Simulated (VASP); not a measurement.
# In (P6/mmm) in VASP: further runs

In is run at these levels: revPBE; tasks: single point.

Program: VASP 6.6.1. These are calculated values, not measurements. Logs are shortened: lines on timing, memory, paths and dates and some standing lists are left out, and cuts for length are marked.

## 1. The cell of the first run

The structure is hexagonal, space group P6/mmm (No. 191). Conventional cell: a = 5.441 Å, b = 5.441 Å, c = 3.379 Å, α = 90.00°, β = 90.00°, γ = 120.00°. In (site symmetry 6/mmm) has 14 In at 3.38 to 3.57 Å within 4.4 Å. Within 4.1 Å of In (site symmetry -6m2) lie 11 In at 3.14 to 3.57 Å.

This isn't the form of In at room conditions, which is tetragonal.

## 2. Single point, revPBE

INCAR

```
PREC = Accurate ; ENCUT = 520
EDIFF = 1E-6 ; ISMEAR = -1
SIGMA = 0.1 ; LREAL = F
LASPH = T ; NELM = 60
ALGO = Normal ; ISIF = 2
LWAVE = F ; LCHARG = T
GGA = RE ; LELF = T
LVHAR = T ; NBANDS = 26
```

KPOINTS

```
Automatic mesh
0
Gamma
  7 7 10
```

POSCAR

```
In
1.0
    5.4412679522      0.0000000000      0.0000000000
   -2.7206339761      4.7122762754      0.0000000000
    0.0000000000      0.0000000000      3.3787458925
In
3
Direct
    0.0000000000      0.0000000000      0.0000000000
    0.3333333333      0.6666666667      0.5000000000
    0.6666666667      0.3333333333      0.5000000000
```

Potentials or basis: VASP PAW PBE potentials, release 64 (In_d).

Started as:

```console
cat potpaw_PBE.64/In_d/POTCAR > POTCAR
mpirun -np 1 vasp_std > vasp.out
```

OUTCAR:

```text
PREC = Accurate
   ENCUT = 520
   EDIFF = 1E-6
   ISMEAR = -1
   LREAL = F
   LASPH = T
   NELM = 60
   ISIF = 2
   GGA = RE

 ion  position               nearest neighbor table
   1  0.000  0.000  0.000-   2 3.57   3 3.57   2 3.57   3 3.57   2 3.57   2 3.57   3 3.57   3 3.57
                             3 3.57   3 3.57   2 3.57   2 3.57
   2  0.333  0.667  0.500-   3 3.14   3 3.14   3 3.14   1 3.57   1 3.57   1 3.57   1 3.57   1 3.57
                             1 3.57
   3  0.667  0.333  0.500-   2 3.14   2 3.14   2 3.14   1 3.57   1 3.57   1 3.57   1 3.57   1 3.57
                             1 3.57

  LATTYP: Found a hexagonal cell.
 ALAT       =     5.4412679522
 C/A-ratio  =     0.6209482647

  Lattice vectors:

 A1 = (   5.4412679522,   0.0000000000,   0.0000000000)
 A2 = (  -2.7206339761,   4.7122762754,   0.0000000000)
 A3 = (   0.0000000000,   0.0000000000,   3.3787458925)

Analysis of symmetry for initial positions (statically):
=====================================================================
 Subroutine PRICEL returns:
 Original cell was already a primitive cell.

 Routine SETGRP: Setting up the symmetry group for a
 hexagonal supercell.

 Subroutine GETGRP returns: Found 24 space group operations
 (whereof 24 operations were pure point group operations)
 out of a pool of 24 trial point group operations.

The static configuration has the point symmetry D_6h.

Analysis of symmetry for dynamics (positions and initial velocities):
=====================================================================
 Subroutine PRICEL returns:
 Original cell was already a primitive cell.

 Routine SETGRP: Setting up the symmetry group for a
 hexagonal supercell.

 Subroutine GETGRP returns: Found 24 space group operations
 (whereof 24 operations were pure point group operations)
 out of a pool of 24 trial point group operations.

The dynamic configuration has the point symmetry D_6h.

 Subroutine INISYM returns: Found 24 space group operations
 (whereof 24 operations are pure point group operations),
 and found     1 'primitive' translations

----------------------------------------------------------------------------------------

                                     Primitive cell

  volume of cell :      86.6336

  direct lattice vectors                    reciprocal lattice vectors
     5.441267952  0.000000000  0.000000000     0.183780694  0.106105833  0.000000000
    -2.720633976  4.712276275  0.000000000     0.000000000  0.212211666  0.000000000
     0.000000000  0.000000000  3.378745893     0.000000000  0.000000000  0.295967803

  length of vectors
     5.441267952  5.441267952  3.378745893     0.212211666  0.212211666  0.295967803

  position of ions in fractional coordinates (direct lattice)
     0.000000000  0.000000000  0.000000000
     0.333333333  0.666666667  0.500000000
     0.666666667  0.333333333  0.500000000

  ion indices of the primitive-cell ions
   primitive index   ion index
                 1           1
                 2           2
                 3           3

----------------------------------------------------------------------------------------

 KPOINTS: Automatic mesh

Automatic generation of k-mesh.
 Grid dimensions read from file:
 generate k-points for:    7    7   10

 Generating k-lattice:

  Cartesian coordinates                     Fractional coordinates (reciprocal lattice)
     0.026254385  0.015157976  0.000000000     0.142857143 -0.000000000  0.000000000
     0.000000000  0.030315952  0.000000000     0.000000000  0.142857143  0.000000000
     0.000000000  0.000000000  0.029596780     0.000000000  0.000000000  0.100000000

  Length of vectors
     0.030315952  0.030315952  0.029596780

  Shift w.r.t. Gamma in fractional coordinates (k-lattice)
     0.000000000  0.000000000  0.000000000

 Subroutine IBZKPT returns following result:
 ===========================================

 Found     48 irreducible k-points:

 Following reciprocal coordinates:
            Coordinates               Weight
  0.000000  0.000000  0.000000      1.000000
  0.142857 -0.000000  0.000000      6.000000
  0.285714  0.000000  0.000000      6.000000
  0.428571  0.000000  0.000000      6.000000
  0.142857  0.142857  0.000000      6.000000
  0.285714  0.142857  0.000000     12.000000
[... 16 lines left out ...]
  0.428571  0.142857  0.200000     12.000000
  0.285714  0.285714  0.200000     12.000000
 [... further k-points ...]
   k-points           NKPTS =     48   k-points in BZ     NKDIM =     48   number of bands    NBANDS=     26
   number of dos      NEDOS =    301   number of ions     NIONS =      3
   total plane-waves  NPLWV =  44800
   dimension x,y,z NGX =    40 NGY =   40 NGZ =   28
   dimension x,y,z NGXF=    80 NGYF=   80 NGZF=   56
   ions per type =               3
   NGX,Y,Z   is equivalent  to a cutoff of  12.22, 12.22, 13.78 a.u.
   NGXF,Y,Z  is equivalent  to a cutoff of  24.44, 24.44, 27.55 a.u.
 SYSTEM =  unknown system
   PREC   = accura    normal or accurate (medium, high low for compatibility)
   ISTART =      0    job   : 0-new  1-cont  2-samecut
   ICHARG =      2    charge: 1-file 2-atom 10-const
   ISPIN  =      1    spin polarized calculation?
   LNONCOLLINEAR =      F non collinear calculations
   LSORBIT =      F    spin-orbit coupling
   LASPH  =      T    aspherical Exc in radial PAW
   ENCUT  =  520.0 eV  38.22 Ry    6.18 a.u.  10.12 10.12  6.28*2*pi/ulx,y,z
   NELM   =     60;   NELMIN=  2; NELMDL= -5     # of ELM steps
   EDIFF  = 0.1E-05   stopping-criterion for ELM
   LREAL  =      F    real-space projection
   EDIFFG = 0.1E-04   stopping-criterion for IOM
   NSW    =      0    number of steps for IOM
   IBRION =     -1    ionic relax: 0-MD 1-quasi-New 2-CG
   NFREE  =      0    steps in history (QN), initial steepest desc. (CG)
   ISIF   =      2    stress and relaxation
   ISYM   =      2    0-nonsym 1-usesym 2-fastsym
   POTIM  = 0.5000    time-step for ionic-motion
   TEBEG  =    0.0;   TEEND  =   0.0 temperature during run
   PSTRESS=    0.0 pullay stress
   NELECT =      39.0000    total number of electrons
   NUPDOWN=      -1.0000    fix difference up-down
   EMIN   =  10.00;   EMAX   =-10.00  energy-range for DOS
   EFERMI =   0.00;   METHOD = LEGACY
   ISMEAR =    -1;   SIGMA  =   0.10  broadening in eV -4-tet -1-fermi 0-gaus
   EFERMI_NEDOS =   21; number of points for ismear=-14 and -15
   IALGO  =     38    algorithm
   IMIX   =      4    mixing-type and parameters
     AMIX     =   0.40;   BMIX     =  1.00
     AMIX_MAG =   1.60;   BMIX_MAG =  1.00
  volume/ion in A,a.u.               =      28.88       194.88
  Fermi-wavevector in a.u.,A,eV,Ry     =   1.254684  2.371008 21.418714  1.574231
  Thomas-Fermi vector in A             =   2.388477
   LORBIT       =      0    0 simple, 1 ext, 2 COOP (PROOUT), +10 PAW based schemes
   GGA     = RE    functional components
   LHFCALC =     F    Hartree Fock is set to
   AEXX    =    0.0000 exact exchange contribution
   IVDW    =     0    specifies the selected vdW correction
   LEPSILON=     F    determine dielectric tensor
   LRPA    =     F    only Hartree local field effects (RPA)
 non-spin polarized calculation
  energy-cutoff  :      520.00
  volume of cell :       86.63
 maximum number of plane-waves:      2368
   NGX = 21   NGY = 21   NGZ = 13

 number of electron      38.9999993 magnetization

 Free energy of the ion-electron system (eV)
  ---------------------------------------------------
  ext. energy  EPLUGINS =         0.00000000
  ---------------------------------------------------
  free energy    TOTEN  =        -6.77916696 eV

  energy without entropy =       -6.74668505  energy(sigma->0) =       -6.76292600

 E-fermi :   6.5991     XC(G=0):  -9.7153

 val. band max:        6.5044217971   @ k =   0.2857   0.0000   0.5000
 cond. band min:       6.6360874542   @ k =   0.2857   0.1429   0.3000
 fundamental gap:      0.1316656571
 Fermi energy:         6.5990772486

 k-point     1 :       0.0000    0.0000    0.0000
  band No.  band energies     occupation
      1      -8.2413      2.00000
      2      -8.0589      2.00000
      3      -8.0589      2.00000
      4      -8.0437      2.00000
      5      -8.0356      2.00000
      6      -7.9712      2.00000
[... 18 lines left out ...]
     25      16.5258      0.00000
     26      16.5279      0.00000

 k-point     2 :       0.1429   -0.0000    0.0000
  band No.  band energies     occupation
      1      -8.2347      2.00000
      2      -8.0965      2.00000
      3      -8.0840      2.00000
      4      -8.0484      2.00000
      5      -8.0207      2.00000
      6      -7.9877      2.00000
[... 18 lines left out ...]
     25      15.5729      0.00000
     26      15.9647      0.00000

 k-point     3 :       0.2857    0.0000    0.0000
  band No.  band energies     occupation
      1      -8.2188      2.00000
      2      -8.1490      2.00000
      3      -8.1236      2.00000
      4      -8.0625      2.00000
      5      -8.0271      2.00000
      6      -8.0087      2.00000
[... 18 lines left out ...]
     25      14.2357      0.00000
     26      14.5425      0.00000

 k-point     4 :       0.4286    0.0000    0.0000
  band No.  band energies     occupation
      1      -8.2067      2.00000
      2      -8.1809      2.00000
      3      -8.1473      2.00000
      4      -8.0766      2.00000
      5      -8.0324      2.00000
      6      -8.0207      2.00000
[... 18 lines left out ...]
     25      12.4003      0.00000
     26      13.4777      0.00000

 k-point     5 :       0.1429    0.1429    0.0000
  band No.  band energies     occupation
      1      -8.2234      2.00000
      2      -8.1276      2.00000
      3      -8.1262      2.00000
      4      -8.0517      2.00000
      5      -8.0233      2.00000
      6      -7.9967      2.00000
[... 18 lines left out ...]
     25      14.4357      0.00000
     26      15.4209      0.00000

 k-point     6 :       0.2857    0.1429    0.0000
  band No.  band energies     occupation
      1      -8.2089      2.00000
      2      -8.1706      2.00000
      3      -8.1534      2.00000
      4      -8.0619      2.00000
      5      -8.0309      2.00000
      6      -8.0076      2.00000
[... 427 lines left out ...]
 k-point    21 :       0.1429    0.1429    0.2000
  band No.  band energies     occupation
      1      -8.1630      2.00000
      2      -8.1136      2.00000
      3      -8.1135      2.00000
      4      -8.0583      2.00000
      5      -8.0370      2.00000
      6      -7.9754      2.00000
[... 18 lines left out ...]
     25      11.7032      0.00000
     26      13.8985      0.00000

 k-point    22 :       0.2857    0.1429    0.2000
  band No.  band energies     occupation
      1      -8.1799      2.00000
      2      -8.1355      2.00000
      3      -8.1191      2.00000
      4      -8.0547      2.00000
      5      -8.0241      2.00000
      6      -7.9831      2.00000
[... 18 lines left out ...]
     25      11.9830      0.00000
     26      12.0542      0.00000

 k-point    23 :       0.4286    0.1429    0.2000
  band No.  band energies     occupation
      1      -8.1878      2.00000
      2      -8.1432      2.00000
      3      -8.1196      2.00000
      4      -8.0525      2.00000
      5      -8.0176      2.00000
      6      -7.9868      2.00000
[... 18 lines left out ...]
     25      12.6021      0.00000
     26      12.8338      0.00000

 k-point    24 :       0.2857    0.2857    0.2000
  band No.  band energies     occupation
      1      -8.1946      2.00000
      2      -8.1295      2.00000
      3      -8.1248      2.00000
      4      -8.0548      2.00000
      5      -8.0088      2.00000
      6      -7.9864      2.00000
[... 18 lines left out ...]
     25      13.2698      0.00000
     26      13.3955      0.00000

 [... further k-points ...]
[... 5 lines left out ...]
  --------------------------------------------------------------------------------------
  -------------------------------------------------------------------------------------
  Total       -0.0236963     -0.0236963     -0.0253593      0.0000000     -0.0000000     -0.0000000
  in kB       -0.4382330     -0.4382330     -0.4689878      0.0000000     -0.0000000     -0.0000000
  external PRESSURE =      -0.4484846 kB  Pullay stress =       0.0000000 kB

 VOLUME and BASIS-vectors are now :
 -----------------------------------------------------------------------------
  energy-cutoff  :      520.00
  volume of cell :       86.63
      direct lattice vectors                 reciprocal lattice vectors
     5.441267952  0.000000000  0.000000000     0.183780694  0.106105833  0.000000000
    -2.720633976  4.712276275  0.000000000     0.000000000  0.212211666  0.000000000
     0.000000000  0.000000000  3.378745893     0.000000000  0.000000000  0.295967803

 POSITION                                       TOTAL-FORCE (eV/Angst)
 -----------------------------------------------------------------------------------
      0.00000      0.00000      0.00000        -0.000000      0.000000     -0.000000
     -0.00000      3.14152      1.68937        -0.000000      0.000000     -0.000000
      2.72063      1.57076      1.68937         0.000000      0.000000      0.000000
 -----------------------------------------------------------------------------------
    total drift:                               -0.000000      0.000000      0.000000

  FREE ENERGIE OF THE ION-ELECTRON SYSTEM (eV)
  ---------------------------------------------------
  free  energy   TOTEN  =        -6.7791669614 eV

  energy  without entropy=       -6.7466850453  energy(sigma->0) =       -6.76292600
```

It took 53 s on 1 thread of Intel Xeon Platinum 8488C (Sapphire Rapids), shared host; peak memory 0.24 GiB.

What came out:

| Quantity | Value |
| --- | --- |
| Free energy | -6.7792 eV |
| Pressure | 0.0 GPa |
| Band gap on the k mesh | zero (an odd number of electrons rules out a gap without spin polarisation) |

Caveat: the PAW data sets were made with another functional, which shifts forces and pressure a little; spin-orbit coupling is left out, which moves the levels of the heavy elements.

## 3. Single point, revPBE (25.41 Å³/atom)

This run uses another cell than the first one, of 25.41 Å³/atom.

INCAR

```
SYSTEM = In
PREC = Accurate
ENCUT = 520
EDIFF = 1E-6
ISMEAR = -1
SIGMA = 0.1
LREAL = .FALSE.
LASPH = .TRUE.
NELM = 80
ALGO = Normal
ISIF = 2
LWAVE = .FALSE.
LCHARG = .FALSE.
GGA = RE
NBANDS = 26
```

KPOINTS

```
regular mesh
0
G
  8 8 11
  0 0 0
```

POSCAR

```
In
1.0
    5.2142798627      0.0000000000      0.0000000000
   -2.6071399314      4.5156988236      0.0000000000
    0.0000000000      0.0000000000      3.2377980322
In
3
Direct
    0.0000000000      0.0000000000      0.0000000000
    0.3333333333      0.6666666667      0.5000000000
    0.6666666667      0.3333333333      0.5000000000
```

Potentials or basis: VASP PAW PBE potentials, release 64 (In_d).

Started as:

```console
cat potpaw_PBE.64/In_d/POTCAR > POTCAR
mpirun -np 1 vasp_std > vasp.out
```

OUTCAR:

```text
SYSTEM = In
   PREC = Accurate
   ENCUT = 520
   EDIFF = 1E-6
   ISMEAR = -1
   LREAL = .FALSE.
   LASPH = .TRUE.
   NELM = 80
   ISIF = 2
   GGA = RE

 ion  position               nearest neighbor table
   1  0.000  0.000  0.000-   2 3.42   3 3.42   2 3.42   3 3.42   3 3.42   3 3.42   2 3.42   2 3.42
                             3 3.42   3 3.42   2 3.42   2 3.42
   2  0.333  0.667  0.500-   3 3.01   3 3.01   3 3.01   1 3.42   1 3.42   1 3.42   1 3.42   1 3.42
                             1 3.42
   3  0.667  0.333  0.500-   2 3.01   2 3.01   2 3.01   1 3.42   1 3.42   1 3.42   1 3.42   1 3.42
                             1 3.42

  LATTYP: Found a hexagonal cell.
[... 894 lines left out ...]
  --------------------------------------------------------------------------------------
  -------------------------------------------------------------------------------------
  Total        2.6694507      2.6694507      2.3928051     -0.0000000      0.0000000      0.0000000
  in kB       56.1000733     56.1000733     50.2862036     -0.0000000      0.0000000      0.0000000
  external PRESSURE =      54.1621167 kB  Pullay stress =       0.0000000 kB

 VOLUME and BASIS-vectors are now :
 -----------------------------------------------------------------------------
  energy-cutoff  :      520.00
  volume of cell :       76.24
      direct lattice vectors                 reciprocal lattice vectors
     5.214279863  0.000000000  0.000000000     0.191781037  0.110724833  0.000000000
    -2.607139931  4.515698824  0.000000000     0.000000000  0.221449667  0.000000000
     0.000000000  0.000000000  3.237798032     0.000000000  0.000000000  0.308851877

 POSITION                                       TOTAL-FORCE (eV/Angst)
 -----------------------------------------------------------------------------------
      0.00000      0.00000      0.00000         0.000000      0.000000      0.000000
     -0.00000      3.01047      1.61890        -0.000000      0.000000      0.000000
      2.60714      1.50523      1.61890         0.000000     -0.000000      0.000000
 -----------------------------------------------------------------------------------
    total drift:                               -0.000000      0.000000      0.000000

  FREE ENERGIE OF THE ION-ELECTRON SYSTEM (eV)
  ---------------------------------------------------
  free  energy   TOTEN  =        -6.5658745845 eV

  energy  without entropy=       -6.5059918664  energy(sigma->0) =       -6.53593323
```

OSZICAR:

```text
N       E                     dE             d eps       ncg     rms          rms(c)
DAV:   1     0.351158028140E+03    0.35116E+03   -0.18895E+04  3120   0.207E+03
DAV:   2     0.238377855192E+02   -0.32732E+03   -0.32303E+03  3122   0.447E+02
DAV:   3    -0.557807920675E+01   -0.29416E+02   -0.29178E+02  3652   0.161E+02
DAV:   4    -0.658567363489E+01   -0.10076E+01   -0.10061E+01  3772   0.326E+01
DAV:   5    -0.663832687521E+01   -0.52653E-01   -0.52650E-01  5028   0.573E+00    0.429E+00
DAV:   6    -0.657841956037E+01    0.59907E-01   -0.11577E-01  4066   0.520E+00    0.216E+00
DAV:   7    -0.656619639116E+01    0.12223E-01   -0.45848E-02  4180   0.293E+00    0.418E-01
DAV:   8    -0.656581582381E+01    0.38057E-03   -0.48191E-03  3616   0.860E-01    0.452E-02
DAV:   9    -0.656586821968E+01   -0.52396E-04   -0.33639E-04  4484   0.208E-01    0.309E-02
DAV:  10    -0.656587472677E+01   -0.65071E-05   -0.22505E-05  4220   0.443E-02    0.151E-02
DAV:  11    -0.656587458453E+01    0.14223E-06   -0.22265E-06  3186   0.183E-02
   1 F= -.65658746E+01 E0= -.65359332E+01  d E =-.598827E-01
```

stdout:

```text
POSCAR found type information on POSCAR In
 POSCAR found :  1 types and       3 ions
 scaLAPACK will be used
 -----------------------------------------------------------------------------
|                                                                             |
|                                                                             |
|     You enforced a specific xc type in the INCAR file but a different       |
|     I HOPE YOU KNOW WHAT YOU ARE DOING!                                     |
|                                                                             |
 -----------------------------------------------------------------------------

 LDA part: xc-table for (Slater+PW92), standard interpolation
 POSCAR, INCAR and KPOINTS ok, starting setup
 FFT: planning ... GRIDC
 FFT: planning ... GRID_SOFT
 FFT: planning ... GRID
 WAVECAR not read
 entering main loop
```

Run time: 47 s. Hardware: 1 thread of Intel Xeon Platinum 8488C (Sapphire Rapids), shared host; peak memory 0.24 GiB.

What came out:

* Free energy: -6.5659 eV
* Pressure: 5.4 GPa
* Band gap on the k mesh: zero (an odd number of electrons rules out a gap without spin polarisation)

Stress tensor (GPa, compression positive):
```
5.61 0.00 0.00
0.00 5.61 0.00
0.00 0.00 5.03
```

Caveat: the cell stands under pressure; the PAW data sets were made with another functional, which shifts forces and pressure a little; spin-orbit coupling is left out, which moves the levels of the heavy elements.
